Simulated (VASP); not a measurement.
# Al2Au (Fm-3m) in VASP: a series of runs, part 2 of 3

VASP 6.6.1. Earlier steps stand in the parts before.

**3. Single point, r2SCAN+D3(BJ)**

This run uses another cell than the first one, of 16.65 Å³/atom, 1.028 times its volume.

File POSCAR:

```
Al2Au
1.0
    0.0000000000      2.9230427406      2.9230427406
    2.9230427406      0.0000000000      2.9230427406
    2.9230427406      2.9230427406      0.0000000000
Al Au
2 1
Direct
    0.2500000000      0.2500000000      0.2500000000
    0.7500000000      0.7500000000      0.7500000000
    0.0000000000      0.0000000000      0.0000000000
```

File INCAR.step1:

```
PREC = Accurate
ENCUT = 520
ISMEAR = -1
SIGMA = 0.2
LREAL = F
LASPH = T
NELM = 100
NBANDS = 16
GGA = PE
ALGO = Normal
EDIFF = 1E-4
LWAVE = T
LCHARG = F
```

File INCAR.step2:

```
PREC = Accurate
ENCUT = 520
EDIFF = 1E-6
ISMEAR = -1
SIGMA = 0.2
LREAL = F
LASPH = T
NELM = 100
ALGO = Normal
ISIF = 2
LWAVE = F
LCHARG = F
METAGGA = R2SCAN
LMIXTAU = T
IVDW = 12
VDW_S6 = 1.0
VDW_S8 = 0.78981345
VDW_A1 = 0.49484001
VDW_A2 = 5.73083694
NBANDS = 16
ISTART = 1
```

File KPOINTS:

```
Automatic mesh
0
Gamma
  7 7 7
```

Potentials or basis: VASP PAW PBE potentials, release 64 (Al, Au).

Started as:

```sh
$ cat potpaw_PBE.64/Al/POTCAR potpaw_PBE.64/Au/POTCAR > POTCAR
$ cp INCAR.step1 INCAR
$ mpirun -np 1 vasp_std > vasp.out
$ cp INCAR.step2 INCAR
$ mpirun -np 1 vasp_std > vasp.out
```

OUTCAR:

```text
PREC = Accurate
   ENCUT = 520
   EDIFF = 1E-6
   ISMEAR = -1
   LREAL = F
   LASPH = T
   NELM = 100
   ISIF = 2
   METAGGA = R2SCAN
   IVDW = 12
   ISTART = 1
 IVDW          = 12

 ion  position               nearest neighbor table
   1  0.250  0.250  0.250-   3 2.53   3 2.53   3 2.53   3 2.53   2 2.92   2 2.92   2 2.92   2 2.92
                             2 2.92   2 2.92
   2  0.750  0.750  0.750-   3 2.53   3 2.53   3 2.53   3 2.53   1 2.92   1 2.92   1 2.92   1 2.92
                             1 2.92   1 2.92
   3  0.000  0.000  0.000-   1 2.53   2 2.53   2 2.53   2 2.53   2 2.53   1 2.53   1 2.53   1 2.53

  LATTYP: Found a face centered cubic cell.
 ALAT       =     5.8460854812

  Lattice vectors:

 A1 = (   0.0000000000,   2.9230427406,   2.9230427406)
 A2 = (   2.9230427406,   0.0000000000,   2.9230427406)
 A3 = (   2.9230427406,   2.9230427406,   0.0000000000)

Analysis of symmetry for initial positions (statically):
=====================================================================
 Subroutine PRICEL returns:
 Original cell was already a primitive cell.

 Routine SETGRP: Setting up the symmetry group for a
 face centered cubic supercell.

 Subroutine GETGRP returns: Found 48 space group operations
 (whereof 48 operations were pure point group operations)
 out of a pool of 48 trial point group operations.

The static configuration has the point symmetry O_h .

Analysis of symmetry for dynamics (positions and initial velocities):
=====================================================================
 Subroutine PRICEL returns:
 Original cell was already a primitive cell.

 Routine SETGRP: Setting up the symmetry group for a
 face centered cubic supercell.

 Subroutine GETGRP returns: Found 48 space group operations
 (whereof 48 operations were pure point group operations)
 out of a pool of 48 trial point group operations.

The dynamic configuration has the point symmetry O_h .

 Subroutine INISYM returns: Found 48 space group operations
 (whereof 48 operations are pure point group operations),
 and found     1 'primitive' translations

----------------------------------------------------------------------------------------

                                     Primitive cell

  volume of cell :      49.9500

  direct lattice vectors                    reciprocal lattice vectors
     0.000000000  2.923042741  2.923042741    -0.171054632  0.171054632  0.171054632
     2.923042741  0.000000000  2.923042741     0.171054632 -0.171054632  0.171054632
     2.923042741  2.923042741  0.000000000     0.171054632  0.171054632 -0.171054632

  length of vectors
     4.133806687  4.133806687  4.133806687     0.296275313  0.296275313  0.296275313

  position of ions in fractional coordinates (direct lattice)
     0.250000000  0.250000000  0.250000000
     0.750000000  0.750000000  0.750000000
     0.000000000  0.000000000  0.000000000

  ion indices of the primitive-cell ions
   primitive index   ion index
                 1           1
                 2           2
                 3           3

----------------------------------------------------------------------------------------

 KPOINTS: Automatic mesh

Automatic generation of k-mesh.
 Grid dimensions read from file:
 generate k-points for:    7    7    7

 Generating k-lattice:

  Cartesian coordinates                     Fractional coordinates (reciprocal lattice)
    -0.024436376  0.024436376  0.024436376     0.142857143  0.000000000  0.000000000
     0.024436376 -0.024436376  0.024436376     0.000000000  0.142857143  0.000000000
     0.024436376  0.024436376 -0.024436376     0.000000000  0.000000000  0.142857143

  Length of vectors
     0.042325045  0.042325045  0.042325045

  Shift w.r.t. Gamma in fractional coordinates (k-lattice)
     0.000000000  0.000000000  0.000000000

 Subroutine IBZKPT returns following result:
 ===========================================

 Found     20 irreducible k-points:

 Following reciprocal coordinates:
            Coordinates               Weight
  0.000000  0.000000  0.000000      1.000000
  0.142857  0.000000  0.000000      8.000000
  0.285714  0.000000  0.000000      8.000000
  0.428571  0.000000  0.000000      8.000000
  0.142857  0.142857  0.000000      6.000000
  0.285714  0.142857  0.000000     24.000000
[... 12 lines left out ...]
 -0.428571  0.428571  0.142857     24.000000
 -0.285714  0.428571  0.142857     24.000000
   k-points           NKPTS =     20   k-points in BZ     NKDIM =     20   number of bands    NBANDS=     16
   number of dos      NEDOS =    301   number of ions     NIONS =      3
   total plane-waves  NPLWV =  32768
   dimension x,y,z NGX =    32 NGY =   32 NGZ =   32
   dimension x,y,z NGXF=    64 NGYF=   64 NGZF=   64
   ions per type =               2   1
   NGX,Y,Z   is equivalent  to a cutoff of  12.87, 12.87, 12.87 a.u.
   NGXF,Y,Z  is equivalent  to a cutoff of  25.74, 25.74, 25.74 a.u.
 SYSTEM =  unknown system
   PREC   = accura    normal or accurate (medium, high low for compatibility)
   ISTART =      1    job   : 0-new  1-cont  2-samecut
   ICHARG =      0    charge: 1-file 2-atom 10-const
   ISPIN  =      1    spin polarized calculation?
   LNONCOLLINEAR =      F non collinear calculations
   LSORBIT =      F    spin-orbit coupling
   LASPH  =      T    aspherical Exc in radial PAW
   ENCUT  =  520.0 eV  38.22 Ry    6.18 a.u.   7.69  7.69  7.69*2*pi/ulx,y,z
   NELM   =    100;   NELMIN=  2; NELMDL=  0     # of ELM steps
   EDIFF  = 0.1E-05   stopping-criterion for ELM
   LREAL  =      F    real-space projection
   EDIFFG = 0.1E-04   stopping-criterion for IOM
   NSW    =      0    number of steps for IOM
   IBRION =     -1    ionic relax: 0-MD 1-quasi-New 2-CG
   NFREE  =      0    steps in history (QN), initial steepest desc. (CG)
   ISIF   =      2    stress and relaxation
   ISYM   =      2    0-nonsym 1-usesym 2-fastsym
   POTIM  = 0.5000    time-step for ionic-motion
   TEBEG  =    0.0;   TEEND  =   0.0 temperature during run
   PSTRESS=    0.0 pullay stress
   NELECT =      17.0000    total number of electrons
   NUPDOWN=      -1.0000    fix difference up-down
   EMIN   =  10.00;   EMAX   =-10.00  energy-range for DOS
   EFERMI =   0.00;   METHOD = LEGACY
   ISMEAR =    -1;   SIGMA  =   0.20  broadening in eV -4-tet -1-fermi 0-gaus
   EFERMI_NEDOS =   21; number of points for ismear=-14 and -15
   IALGO  =     38    algorithm
   IMIX   =      4    mixing-type and parameters
     AMIX     =   0.40;   BMIX     =  1.00
     AMIX_MAG =   1.60;   BMIX_MAG =  1.00
  volume/ion in A,a.u.               =      16.65       112.36
  Fermi-wavevector in a.u.,A,eV,Ry     =   1.142999  2.159956 17.775297  1.306447
  Thomas-Fermi vector in A             =   2.279696
   LORBIT       =      0    0 simple, 1 ext, 2 COOP (PROOUT), +10 PAW based schemes
   METAGGA = R2SCAN    functional components
   LHFCALC =     F    Hartree Fock is set to
   AEXX    =    0.0000 exact exchange contribution
   IVDW    =    12    specifies the selected vdW correction
   LEPSILON=     F    determine dielectric tensor
   LRPA    =     F    only Hartree local field effects (RPA)
 non-spin polarized calculation
  energy-cutoff  :      520.00
  volume of cell :       49.95
 maximum number of plane-waves:      1363
   NGX = 15   NGY = 15   NGZ = 15

 number of electron      16.9999999 magnetization

 Free energy of the ion-electron system (eV)
  ---------------------------------------------------
  ext. energy  EPLUGINS =         0.00000000
  ---------------------------------------------------
  free energy    TOTEN  =       -65.45690744 eV

  energy without entropy =      -65.34882515  energy(sigma->0) =      -65.40286630

 E-fermi :   8.6688     XC(G=0): -11.6382

 val. band max:        8.5507679889   @ k =  -0.4286   0.1429   0.0000
 cond. band min:       8.7587794724   @ k =   0.2857   0.1429   0.0000
 fundamental gap:      0.2080114835
 Fermi energy:         8.6688310001

 k-point     1 :       0.0000    0.0000    0.0000
  band No.  band energies     occupation
      1      -3.0503      2.00000
      2       1.2418      2.00000
      3       1.2418      2.00000
      4       1.2418      2.00000
      5       2.3310      2.00000
      6       2.3310      2.00000
[... 357 lines left out ...]
      3       1.4672      2.00000
      4       1.9039      2.00000
      5       2.1359      2.00000
      6       2.6983      2.00000
[... 8 lines left out ...]
     15      20.3602      0.00000
     16      20.5255      0.00000

------------------------ aborting loop because EDIFF is reached ----------------------------------------

 Edisp (eV)   -0.61574

 E8    (eV) :    -0.2189

  FORCE on cell =-STRESS in cart. coord.  units (eV):
  Direction    XX          YY          ZZ          XY          YZ          ZX
  --------------------------------------------------------------------------------------
  -------------------------------------------------------------------------------------
  Total       3.01086     3.01086     3.01086     0.00000    -0.00000    -0.00000
  in kB      96.57533    96.57533    96.57533     0.00000    -0.00000    -0.00000
  external pressure =       96.58 kB  Pullay stress =        0.00 kB

 VOLUME and BASIS-vectors are now :
 -----------------------------------------------------------------------------
  energy-cutoff  :      520.00
  volume of cell :       49.95
      direct lattice vectors                 reciprocal lattice vectors
     0.000000000  2.923042741  2.923042741    -0.171054632  0.171054632  0.171054632
     2.923042741  0.000000000  2.923042741     0.171054632 -0.171054632  0.171054632
     2.923042741  2.923042741  0.000000000     0.171054632  0.171054632 -0.171054632

 POSITION                                       TOTAL-FORCE (eV/Angst)
 -----------------------------------------------------------------------------------
      1.46152      1.46152      1.46152         0.000000      0.000000      0.000000
      4.38456      4.38456      4.38456        -0.000000     -0.000000     -0.000000
      0.00000      0.00000      0.00000        -0.000000     -0.000000      0.000000
 -----------------------------------------------------------------------------------
    total drift:                                0.000000     -0.000000      0.000000

  FREE ENERGIE OF THE ION-ELECTRON SYSTEM (eV)
  ---------------------------------------------------
  free  energy   TOTEN  =       -66.0726462941 eV

  energy  without entropy=      -65.9645640014  energy(sigma->0) =      -66.01860515
```

Run time: 54 s. Hardware: 1 thread of AMD EPYC 7R13 (Zen 3), shared host; peak memory 0.17 GiB.

What came out:

| Property | Result |
| --- | --- |
| Free energy | -66.0726 eV |
| Pressure | 9.7 GPa |
| Dispersion energy per atom | -0.205 eV |

Caveat: the PAW data sets were made with another functional, which shifts forces and pressure a little; spin-orbit coupling is left out, which moves the levels of the heavy elements; pairwise dispersion overbinds metals, which lowers pressure and volume.

(Part 2 of 3 ends here.)
